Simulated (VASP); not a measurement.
Write the native input for VASP 6.6.1 that does the following.

```yaml
Task: single point
Functional: PBEsol
Potentials_or_basis: VASP PAW PBE potentials, release 64 (Pd, Au)
Cutoff: 500 eV
k_mesh: 3 × 3 × 3
Occupations: fermi-dirac, width 0.1 eV
Spin: no spin polarisation
Dipole_correction: no
Further_INCAR_settings: ALGO = Normal; EDIFF = 1e-06; NBANDS = 30
```

The structure of PdAu3 lies in POSCAR:

```
PdAu3
1.0
    4.0710825900      0.0000000000      0.0000000000
    0.0000000000      4.0710825900      0.0000000000
    0.0000000000      0.0000000000      4.0710825900
Pd Au
1 3
Direct
    0.0000000000      0.0000000000      0.0000000000
    0.0000000000      0.5000000000      0.5000000000
    0.5000000000      0.0000000000      0.5000000000
    0.5000000000      0.5000000000      0.0000000000
```

These files were run (other wordings do the same):

INCAR

```
SYSTEM = PdAu3
PREC = Accurate
ENCUT = 500
EDIFF = 1E-6
ISMEAR = -1
SIGMA = 0.1
LREAL = .FALSE.
LASPH = .TRUE.
NELM = 120
ALGO = Normal
ISIF = 2
LWAVE = .FALSE.
LCHARG = .FALSE.
GGA = PS
NBANDS = 30
GGA_COMPAT = .FALSE.
```

KPOINTS

```
regular mesh
0
G
  3 3 3
  0 0 0
```

Potentials or basis: VASP PAW PBE potentials, release 64 (Pd, Au).

Command:

```sh
$ cat potpaw_PBE.64/Pd/POTCAR potpaw_PBE.64/Au/POTCAR > POTCAR
$ mpirun -np 1 vasp_std > vasp.out
```

It gave:

```json
{
  "Pressure": "-4.4 GPa"
}
```

Caveat: the k points lie up to 0.51 Å⁻¹ apart; the PAW data sets were made with another functional, which shifts forces and pressure a little.

Run time: 18 s on 1 thread of Intel Xeon 8259CL (shared host), peak memory 0.16 GiB.
